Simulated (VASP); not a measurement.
Input of a VASP 6.6.1 run:

INCAR

```
SYSTEM = Pt
ALGO     = Fast           ! electronic algorithm
EDIFF    = 1E-6           ! SCF threshold, eV
ENCUT    = 520            ! plane-wave cutoff, eV
GGA      = PE             ! functional
ISIF     = 2              ! what is computed and relaxed
ISMEAR   = 0              ! smearing method
LASPH    = .TRUE.         ! aspherical terms in the spheres
LCHARG   = .FALSE.        ! write CHGCAR
LREAL    = .FALSE.        ! projectors in reciprocal space
LWAVE    = .FALSE.        ! write WAVECAR
NBANDS   = 28             ! bands
NELM     = 100            ! most SCF steps
PREC     = Accurate       ! precision mode
SIGMA    = 0.1            ! smearing width, eV
```

The input KPOINTS:

```
k-points
0
G
  6 6 4
  0 0 0
```

Contents of POSCAR:

```
Pt
1.0
    4.3593761313      0.0000000000      0.0000000000
   -2.1796880657      3.7753304744      0.0000000000
    0.0000000000      0.0000000000      5.0479466427
Pt
4
Direct
    0.0000000000      0.0000000000      0.2500000000
    0.0000000000      0.0000000000      0.7500000000
    0.3333333333      0.6666666667      0.7500000000
    0.6666666667      0.3333333333      0.2500000000
```

Potentials or basis: VASP PAW PBE potentials, release 64 (Pt).

Launch:

```console
$ cat potpaw_PBE.64/Pt/POTCAR > POTCAR
$ mpirun -np 1 vasp_std > vasp.out
```

Task: Estimate the band gap on the k mesh.

Result: Zero (bands 20 and 21 overlap by 1.58 eV).

Task: Estimate the pressure.

Result: -0.4 GPa.

Caveat: spin-orbit coupling is left out, which moves the levels of the heavy elements.
